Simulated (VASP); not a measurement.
Write the native input for VASP 6.6.1 that does the following.

* Task: single point
* Functional: PBE
* Potentials or basis: VASP PAW PBE potentials, release 64 (Hf_pv, B)
* Cutoff: 520 eV
* k mesh: 13 × 13 × 11
* Occupations: fermi-dirac, width 0.05 eV
* Spin: no spin polarisation
* Dipole correction: no
* Further INCAR settings: ALGO = Normal; EDIFF = 1e-06; NBANDS = 15

The structure of HfB2 lies in POSCAR:

```
HfB2
1.0
    3.0759004798      0.0000000000      0.0000000000
   -1.5379502400      2.6638079550      0.0000000000
    0.0000000000      0.0000000000      3.4089596583
Hf B
1 2
Direct
    0.0000000000      0.0000000000      0.0000000000
    0.3333333333      0.6666666667      0.5000000000
    0.6666666667      0.3333333333      0.5000000000
```

This cell differs from its parent crystal: volume scaled by 0.94.

These files were run (other wordings do the same):

INCAR

```
SYSTEM = HfB2
ALGO = Normal
EDIFF = 1E-6
ENCUT = 520
GGA = PE
ISIF = 2
ISMEAR = -1
LASPH = .TRUE.
LCHARG = .FALSE.
LREAL = .FALSE.
LWAVE = .FALSE.
NBANDS = 15
NELM = 80
PREC = Accurate
SIGMA = 0.05
```

KPOINTS

```
k-points
0
G
  13 13 11
  0 0 0
```

Potentials or basis: VASP PAW PBE potentials, release 64 (Hf_pv, B).

Run with:

```sh
$ cat potpaw_PBE.64/Hf_pv/POTCAR potpaw_PBE.64/B/POTCAR > POTCAR
$ mpirun -np 1 vasp_std > vasp.out
```

It gave:

* Pressure: 18.9 GPa
* Band gap on the k mesh: zero (band 8 reaches 8.85 eV, above the bottom of band 9 at 7.75 eV)

Caveat: spin-orbit coupling is left out, which moves the levels of the heavy elements.

It took 24 s on 1 thread of Intel(R) Xeon(R) Platinum 8488C (Sapphire Rapids), with other jobs on the host, peak memory 0.18 GiB.
